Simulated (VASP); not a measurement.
In, 1 atom in the cell. The structure is cubic, space group Im-3m (No. 229). The conventional cell has a = 3.410 Å, b = 3.410 Å, c = 3.410 Å, α = 90.00°, β = 90.00°, γ = 90.00°. Within 3.9 Å of In (site symmetry m-3m) lie 14 In at 2.95 to 3.41 Å. 

| Quantity | Value |
| --- | --- |
| Program | VASP 6.6.1 |
| Task | single point |
| Functional | PBE |
| Potentials or basis | VASP PAW PBE potentials, release 64 (In_d) |
| Cutoff | 520 eV |
| k mesh | 16 × 16 × 16 |
| Occupations | fermi-dirac, width 0.08 eV |
| Spin | no spin polarisation |
| Dipole correction | no |
| Further INCAR settings | ALGO = Normal; EDIFF = 1e-07; NBANDS = 12 |

Potentials or basis: VASP PAW PBE potentials, release 64 (In_d).

Run with:

```console
$ cat potpaw_PBE.64/In_d/POTCAR > POTCAR
$ mpirun -np 1 vasp_std > vasp.out
```

Hardware: 1 thread of AMD EPYC 9R45 96-Core Processor (Zen 5), with other jobs on the host.

**Question.** Estimate the wall time of this run.

**Answer.** It took 18 s on 1 thread of AMD EPYC 9R45 96-Core Processor (Zen 5) (shared host), peak memory 0.13 GiB. Counts: scf iterations 13, k points 145.
